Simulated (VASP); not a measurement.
# Cd3S2Cl2 (I2_13) in VASP: single point with PBEsol

Aim: the single point of Cd3S2Cl2 with PBEsol.

Everything below comes from runs of VASP 6.6.1. Logs are shortened: lines on timing, memory, paths and dates and some standing lists are left out, and cuts for length are marked.

## (1) The cell of the first run

The structure is cubic, space group I2_13 (No. 199). Conventional cell: a = 8.868 Å, b = 8.868 Å, c = 8.868 Å, α = 90.00°, β = 90.00°, γ = 90.00°. Cd (site symmetry 2) has 2 S at 2.43 Å and 2 Cl at 2.84 Å within 3.2 Å. S (site symmetry 3) has 3 Cd at 2.43 Å within 3.2 Å. Cl (site symmetry 3) has 6 Cd at 2.84 to 3.35 Å and 8 S at 3.68 to 4.00 Å within 4.0 Å.

## (2) Single point, PBEsol

INCAR

```
ALGO = Normal ; EDIFF = 1E-6
ENCUT = 520 ; GGA = PS
ISIF = 2 ; ISMEAR = -1
LASPH = T ; LCHARG = F
LREAL = F ; LWAVE = F
NBANDS = 75 ; NELM = 80
PREC = Accurate ; SIGMA = 0.1
```

KPOINTS

```
k-points
0
Gamma
  4 4 4
```

POSCAR

```
Cd3S2Cl2
1.0
   -4.4339030000      4.4339030000      4.4339030000
    4.4339030000     -4.4339030000      4.4339030000
    4.4339030000      4.4339030000     -4.4339030000
Cd S Cl
6 4 4
Direct
    0.2500000000      0.5529000000      0.3029000000
    0.7500000000      0.9471000000      0.1971000000
    0.3029000000      0.2500000000      0.5529000000
    0.1971000000      0.7500000000      0.9471000000
    0.5529000000      0.3029000000      0.2500000000
    0.9471000000      0.1971000000      0.7500000000
    0.5418000000      0.5418000000      0.5418000000
    0.5000000000      0.0000000000      0.9582000000
    0.9582000000      0.5000000000      0.0000000000
    0.0000000000      0.9582000000      0.5000000000
    0.0214000000      0.0214000000      0.0214000000
    0.5000000000      0.0000000000      0.4786000000
    0.4786000000      0.5000000000      0.0000000000
    0.0000000000      0.4786000000      0.5000000000
```

Potentials or basis: VASP PAW PBE potentials, release 64 (Cd, S, Cl).

Started as:

```bash
> cat potpaw_PBE.64/Cd/POTCAR potpaw_PBE.64/S/POTCAR potpaw_PBE.64/Cl/POTCAR > POTCAR
> mpirun -np 1 vasp_std > vasp.out
```

OUTCAR:

```text
EDIFF = 1E-6
   ENCUT = 520
   GGA = PS
   ISIF = 2
   ISMEAR = -1
   LASPH = T
   LREAL = F
   NELM = 80
   PREC = Accurate

 ion  position               nearest neighbor table
   1  0.250  0.553  0.303-   7 2.43   9 2.43  14 2.84  12 2.84   3 3.51   5 3.51   6 3.51   4 3.51

   2  0.750  0.947  0.197-   8 2.43  10 2.43  11 2.84  13 2.84   6 3.51   5 3.51   3 3.51   4 3.51

   3  0.303  0.250  0.553-   7 2.43  10 2.43  12 2.84  13 2.84   5 3.51   6 3.51   1 3.51   2 3.51
[... 7 lines left out ...]
   7  0.542  0.542  0.542-   3 2.43   1 2.43   5 2.43
   8  0.500  0.000  0.958-   2 2.43   4 2.43   5 2.43
   9  0.958  0.500  0.000-   4 2.43   6 2.43   1 2.43
  10  0.000  0.958  0.500-   2 2.43   3 2.43   6 2.43
  11  0.021  0.021  0.021-   2 2.84   4 2.84   6 2.84
  12  0.500  0.000  0.479-   3 2.84   6 2.84   1 2.84
  13  0.479  0.500  0.000-   5 2.84   3 2.84   2 2.84
  14  0.000  0.479  0.500-   5 2.84   4 2.84   1 2.84

  LATTYP: Found a body centered cubic cell.
 ALAT       =     8.8678060000

  Lattice vectors:

 A1 = (  -4.4339030000,   4.4339030000,   4.4339030000)
 A2 = (   4.4339030000,  -4.4339030000,   4.4339030000)
 A3 = (   4.4339030000,   4.4339030000,  -4.4339030000)

Analysis of symmetry for initial positions (statically):
=====================================================================
 Subroutine PRICEL returns:
 Original cell was already a primitive cell.

 Routine SETGRP: Setting up the symmetry group for a
 body centered cubic supercell.

 Subroutine GETGRP returns: Found 12 space group operations
 (whereof  3 operations were pure point group operations)
 out of a pool of 48 trial point group operations.

The static configuration has the point symmetry C_3 .
 The point group associated with its full space group is T   .

Analysis of symmetry for dynamics (positions and initial velocities):
=====================================================================
 Subroutine PRICEL returns:
 Original cell was already a primitive cell.

 Routine SETGRP: Setting up the symmetry group for a
 body centered cubic supercell.

 Subroutine GETGRP returns: Found 12 space group operations
 (whereof  3 operations were pure point group operations)
 out of a pool of 48 trial point group operations.

The dynamic configuration has the point symmetry C_3 .
 The point group associated with its full space group is T   .

 Subroutine INISYM returns: Found 12 space group operations
 (whereof  3 operations are pure point group operations),
 and found     1 'primitive' translations

[... 119 lines left out ...]
   IMIX   =      4    mixing-type and parameters
     AMIX     =   0.40;   BMIX     =  1.00
     AMIX_MAG =   1.60;   BMIX_MAG =  1.00
  volume/ion in A,a.u.               =      24.91       168.07
  Fermi-wavevector in a.u.,A,eV,Ry     =   1.159870  2.191836 18.303887  1.345298
  Thomas-Fermi vector in A             =   2.296458
   LORBIT       =      0    0 simple, 1 ext, 2 COOP (PROOUT), +10 PAW based schemes
   GGA     = PS    functional components
   LHFCALC =     F    Hartree Fock is set to
   AEXX    =    0.0000 exact exchange contribution
   IVDW    =     0    specifies the selected vdW correction
   LEPSILON=     F    determine dielectric tensor
   LRPA    =     F    only Hartree local field effects (RPA)
 non-spin polarized calculation
  energy-cutoff  :      520.00
  volume of cell :      348.67
 maximum number of plane-waves:      9414
 NGX is ok and might be reduce to    60
   NGX = 29   NGY = 29   NGZ = 29

 number of electron     124.0000000 magnetization

 Free energy of the ion-electron system (eV)
  ---------------------------------------------------
  ext. energy  EPLUGINS =         0.00000000
  ---------------------------------------------------
  free energy    TOTEN  =       -42.63977380 eV

  energy without entropy =      -42.63977176  energy(sigma->0) =      -42.63977278

 E-fermi :   1.7712     XC(G=0):  -9.3084

 val. band max:        0.3067849102   @ k =   0.5000   0.0000   0.0000
 cond. band min:       2.8417152144   @ k =   0.0000   0.0000   0.0000
 fundamental gap:      2.5349303042
 Fermi energy:         1.7712448476

 k-point     1 :       0.0000    0.0000    0.0000
  band No.  band energies     occupation
      1     -13.2072      2.00000
      2     -13.0325      2.00000
      3     -13.0325      2.00000
      4     -13.0325      2.00000
      5     -11.3867      2.00000
      6     -10.8698      2.00000
[... 605 lines left out ...]
     73       6.8554      0.00000
     74       6.8554      0.00000
 [bands above 74 left out]

------------------------ aborting loop because EDIFF is reached ----------------------------------------

  FORCE on cell =-STRESS in cart. coord.  units (eV):
  Direction    XX          YY          ZZ          XY          YZ          ZX
  --------------------------------------------------------------------------------------
  -------------------------------------------------------------------------------------
  Total       -1.0322635     -1.0322635     -1.0322635      0.0000000     -0.0000000     -0.0000000
  in kB       -4.7433218     -4.7433218     -4.7433218      0.0000000     -0.0000000     -0.0000000
  external PRESSURE =      -4.7433218 kB  Pullay stress =       0.0000000 kB

 VOLUME and BASIS-vectors are now :
 -----------------------------------------------------------------------------
  energy-cutoff  :      520.00
  volume of cell :      348.67
      direct lattice vectors                 reciprocal lattice vectors
    -4.433903000  4.433903000  4.433903000     0.000000000  0.112767465  0.112767465
     4.433903000 -4.433903000  4.433903000     0.112767465  0.000000000  0.112767465
     4.433903000  4.433903000 -4.433903000     0.112767465  0.112767465  0.000000000

 POSITION                                       TOTAL-FORCE (eV/Angst)
 -----------------------------------------------------------------------------------
      2.68606      0.00000      2.21695         0.349725      0.000000     -0.000000
      1.74784      0.00000      6.65085        -0.349725      0.000000     -0.000000
      2.21695      2.68606      0.00000        -0.000000      0.349725     -0.000000
      6.65085      1.74784      0.00000        -0.000000     -0.349725     -0.000000
      0.00000      2.21695      2.68606        -0.000000      0.000000      0.349725
      0.00000      6.65085      1.74784        -0.000000      0.000000     -0.349725
      2.40229      2.40229      2.40229        -0.068080     -0.068080     -0.068080
      2.03161      6.46552     -2.03161         0.068080      0.068080     -0.068080
     -2.03161      2.03161      6.46552        -0.068080      0.068080      0.068080
      6.46552     -2.03161      2.03161         0.068080     -0.068080      0.068080
      0.09489      0.09489      0.09489         0.088035      0.088035      0.088035
     -0.09489      4.33902      0.09489        -0.088035     -0.088035      0.088035
      0.09489     -0.09489      4.33902         0.088035     -0.088035     -0.088035
      4.33902      0.09489     -0.09489        -0.088035      0.088035     -0.088035
 -----------------------------------------------------------------------------------
    total drift:                                0.000000      0.000000      0.000001

  FREE ENERGIE OF THE ION-ELECTRON SYSTEM (eV)
  ---------------------------------------------------
  free  energy   TOTEN  =       -42.6397737993 eV

  energy  without entropy=      -42.6397717560  energy(sigma->0) =      -42.63977278
```

OSZICAR:

```text
N       E                     dE             d eps       ncg     rms          rms(c)
DAV:   1     0.932726285748E+03    0.93273E+03   -0.59446E+04  1200   0.151E+03
DAV:   2     0.302606494894E+02   -0.90247E+03   -0.87211E+03  1360   0.368E+02
DAV:   3    -0.445696715109E+02   -0.74830E+02   -0.74093E+02  1360   0.100E+02
DAV:   4    -0.461297038151E+02   -0.15600E+01   -0.15526E+01  1333   0.141E+01
DAV:   5    -0.461595032757E+02   -0.29799E-01   -0.29780E-01  1416   0.192E+00    0.194E+01
DAV:   6    -0.427702475321E+02    0.33893E+01   -0.74927E+00  1511   0.181E+01    0.153E+01
DAV:   7    -0.426702558233E+02    0.99992E-01   -0.23100E+00  1312   0.527E+00    0.692E+00
DAV:   8    -0.426456346666E+02    0.24621E-01   -0.29486E-01  1306   0.319E+00    0.919E-01
DAV:   9    -0.426388297206E+02    0.68049E-02   -0.35898E-02  1368   0.127E+00    0.319E-01
DAV:  10    -0.426395352527E+02   -0.70553E-03   -0.42578E-03  1343   0.244E-01    0.184E-01
DAV:  11    -0.426397143834E+02   -0.17913E-03   -0.30957E-04  1328   0.892E-02    0.660E-02
DAV:  12    -0.426397705204E+02   -0.56137E-04   -0.10970E-04  1349   0.508E-02    0.276E-02
DAV:  13    -0.426397734483E+02   -0.29279E-05   -0.19567E-05  1360   0.315E-02    0.720E-03
DAV:  14    -0.426397737993E+02   -0.35103E-06   -0.30612E-06  1048   0.636E-03
   1 F= -.42639774E+02 E0= -.42639773E+02  d E =-.204327E-05
```

stdout:

```text
POSCAR found type information on POSCAR CdS Cl
 POSCAR found :  3 types and      14 ions
 scaLAPACK will be used
 -----------------------------------------------------------------------------
|                                                                             |
|                                                                             |
|     You enforced a specific xc type in the INCAR file but a different       |
|     I HOPE YOU KNOW WHAT YOU ARE DOING!                                     |
|                                                                             |
 -----------------------------------------------------------------------------

 LDA part: xc-table for (Slater+PW92), standard interpolation
 POSCAR, INCAR and KPOINTS ok, starting setup
 FFT: planning ... GRIDC
 FFT: planning ... GRID_SOFT
 FFT: planning ... GRID
 WAVECAR not read
 entering main loop
```

Wall time 7.5 min (1 thread of Intel Xeon 8259CL, shared host); peak memory 0.59 GiB.

What came out:

```
Free energy            : -42.6398 eV
Pressure               : -0.5 GPa
Largest force          : 0.350 eV/Å
Band gap on the k mesh : 2.53 eV (least direct gap 2.57 eV)
```

Forces on the atoms (eV/Å):
```
Cd   0.350  0.000  0.000
Cd  -0.350  0.000  0.000
Cd   0.000  0.350  0.000
Cd   0.000 -0.350  0.000
Cd   0.000  0.000  0.350
Cd   0.000  0.000 -0.350
S   -0.068 -0.068 -0.068
S    0.068  0.068 -0.068
S   -0.068  0.068  0.068
S    0.068 -0.068  0.068
Cl   0.088  0.088  0.088
Cl  -0.088 -0.088  0.088
Cl   0.088 -0.088 -0.088
Cl  -0.088  0.088 -0.088
```

Levels at points of the mesh, in eV from the valence-band top:
| k point | band 60 | band 61 | band 62 | band 63 | band 64 | band 65 |
| --- | --- | --- | --- | --- | --- | --- |
| (0.00, 0.00, 0.00) | -0.17 | -0.04 | -0.04 | 2.53 | 3.73 | 3.73 |
| (0.50, 0.00, 0.00) | -0.29 | -0.06 | 0.00 | 3.94 | 4.04 | 4.57 |
| (0.50, 0.50, 0.50) | -0.64 | -0.64 | -0.50 | 4.47 | 4.47 | 4.47 |

Caveat: the PAW data sets were made with another functional, which shifts forces and pressure a little. A k mesh can miss the band edges.
